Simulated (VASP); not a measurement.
**C: single point with PBEsol**

The system is C.

```
CELL_PARAMETERS angstrom
0.00000 1.77051 1.77051
1.77051 0.00000 1.77051
1.77051 1.77051 0.00000
ATOMIC_POSITIONS crystal
C 0.75000 0.75000 0.75000
C 0.50000 0.50000 0.50000
```

```
Program             : VASP 6.6.1
Task                : single point
Functional          : PBEsol
Potentials or basis : VASP PAW PBE potentials, release 64 (C)
Cutoff              : 520 eV
k mesh              : 13 × 13 × 13
Occupations         : fermi-dirac, width 0.05 eV
Spin                : no spin polarisation
```

| Item | Value |
| --- | --- |
| Pressure | 6.1 GPa |
| Band gap on the k mesh | 4.06 eV, indirect (least direct gap 5.60 eV) |

Levels at points of the mesh, in eV from the valence-band top:
```
           k point  band 2  band 3  band 4  band 5  band 6  band 7
(0.00, 0.00, 0.00)    0.00    0.00    0.00    5.60    5.60    5.60
```

Wall time 16 s on 1 thread of AMD EPYC 7R43 64-Core Processor (Zen 3), on a shared host, peak memory 0.08 GiB.

Caveat: the PAW data sets were made with another functional, which shifts forces and pressure a little. Expect the measured gap to be larger: semilocal functionals such as PBEsol lack the derivative discontinuity.
